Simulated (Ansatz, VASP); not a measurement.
**W in VASP and in Ansatz**

Contents of INCAR:

```
SYSTEM = W
ALGO = Normal
EDIFF = 1E-6
ENCUT = 500
GGA = PS
GGA_COMPAT = .FALSE.
ISIF = 2
ISMEAR = 0
LASPH = .TRUE.
LCHARG = .FALSE.
LMAXMIX = 4
LNONCOLLINEAR = .TRUE.
LORBIT = 11
LORBMOM = .TRUE.
LREAL = .FALSE.
LSORBIT = .TRUE.
LWAVE = .FALSE.
MAGMOM = 0 0 0
NBANDS = 25
NELM = 200
PREC = Accurate
SIGMA = 0.05
```

Contents of KPOINTS:

```
k-points
0
G
  8 8 8
  0 0 0
```

Contents of POSCAR:

```
W
1.0
   -1.6059046152      1.6059046152      1.6059046152
    1.6059046152     -1.6059046152      1.6059046152
    1.6059046152      1.6059046152     -1.6059046152
W
1
Direct
    0.0000000000      0.0000000000      0.0000000000
```

Input for Ansatz:

```yaml
crystal:
  lattice:
    - [-1.6059046152, 1.6059046152, 1.6059046152]
    - [1.6059046152, -1.6059046152, 1.6059046152]
    - [1.6059046152, 1.6059046152, -1.6059046152]
  atoms:
    - { symbol: W, position: [0.0, 0.0, 0.0] }
basis:
  ecutwfc: 420
  ecutrho_ratio: 4
kpoints:
  mp_grid: { grid: [8, 8, 8] }
hamiltonian:
  xc: pbesol
scf:
  occupations: { method: gaussian, width: 0.05 }
output:
  forces: true
  stress: true
  eigenvalues: true
  populations: true
  topological_invariants: true
magnetization:
  noncollinear: true
  spin_orbit: true
```

Alike in both runs: task single point; functional PBEsol; k mesh 8 × 8 × 8; occupations gaussian, width 0.05 eV; non-collinear spin, spin-orbit coupling.

|  | VASP | Ansatz |
| --- | --- | --- |
| version | VASP 6.6.1 | Ansatz 0.2.0 |
| potentials or method | VASP PAW PBE potentials, release 64 (W_sv), cutoff 500 eV | plane waves, PAW |
| valence electrons in the cell | 14 | 14 |

```tsv
	VASP	Ansatz	Ansatz less VASP
pressure (GPa)	-14.1	-15.2	-1.14
net moment per atom (μB)	0.00	0.00	0.000
```

VASP's potentials were made for PBE, not for PBEsol.
